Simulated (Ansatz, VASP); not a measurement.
# One calculation of Tc, two programs

The input INCAR:

```
PREC = Accurate
ENCUT = 520
EDIFF = 1E-8
ISMEAR = -1
SIGMA = 0.03
LREAL = F
LASPH = T
NELM = 100
ALGO = Normal
ISIF = 2
LWAVE = F
LCHARG = F
GGA = PS
LEFG = T
NBANDS = 12
```

Contents of KPOINTS:

```
Automatic mesh
0
Gamma
  18 18 18
```

POSCAR

```
Tc
1.0
    0.0000000000      1.9434782122      1.9434782122
    1.9434782122      0.0000000000      1.9434782122
    1.9434782122      1.9434782122      0.0000000000
Tc
1
Direct
    0.0000000000      0.0000000000      0.0000000000
```

Input for Ansatz:

```yaml
crystal:
  lattice:
    - [0.0, 1.9434782122, 1.9434782122]
    - [1.9434782122, 0.0, 1.9434782122]
    - [1.9434782122, 1.9434782122, 0.0]
  atoms:
    - { symbol: Tc, position: [0.0, 0.0, 0.0] }
kpoints:
  mp_grid: { grid: [18, 18, 18] }
scf:
  occupations: { method: fermi_dirac, width: 0.03 }
hamiltonian:
  xc: pbesol
  pseudopotentials: { kind: all_electron, datasets: crystal }
output:
  forces: true
  stress: true
  eigenvalues: true
  efg: { contact_densities: true }
```

Change from the starting cell: volume scaled by 0.99, crystal datasets.

Alike in both runs: task electric field gradients; functional PBEsol; k mesh 18 × 18 × 18; occupations fermi-dirac, width 0.03 eV; no spin polarisation.

|  | VASP | Ansatz |
| --- | --- | --- |
| version | VASP 6.6.1 | Ansatz 0.2.0 |
| potentials or method | VASP PAW PBE potentials, release 64 (Tc_pv), cutoff 520 eV | all-electron PAW with datasets made for the crystal, scalar-relativistic |

Ansatz gave:

```
pressure (GPa) : -12.5
```

Problem. Estimate VASP's values.

Solution. Pressure (GPa): -13.2.

VASP's potentials were made for PBE, not for PBEsol. Ansatz ran all-electron here, and VASP with PAW potentials.
